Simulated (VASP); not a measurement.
Runs of VASP 6.6.1 on CuAu3. The structure is that of space group Pm-3m (No. 221), or close to it. The cells are those of the table. 

| task | cell | gap on the mesh (eV) | pressure (GPa) |
| --- | --- | --- | --- |
| single point | a = 3.926 Å, 4 atoms | none | 2.3 |
| electric field gradients | a = 4.032 Å, 4 atoms | none | -10.8 |
| single point | a = 4.058 Å, 4 atoms | none | (b) |
| electric field gradients | a = 3.953 Å, 4 atoms | none | -1.7 |
| single point | a = 4.006 Å, 4 atoms | none | (a) |

Alike in all rows: level LDA; potentials or basis VASP PAW LDA potentials, release 64 (Cu, Au); no spin polarisation; k mesh 9 × 9 × 9; cutoff (eV) 520; smearing fermi-dirac 0.05 eV.

**Question.** Estimate the missing entries.

**Answer.** (a) -8.1; (b) -13.1.

Caveats: spin-orbit coupling is left out, which moves the levels of the heavy elements; the cell stands under tension (at least some runs).

A k mesh can miss the band edges, and the runs leave out spin-orbit coupling on Au.

A gap of «none» marks levels without a gap at the run's occupations.
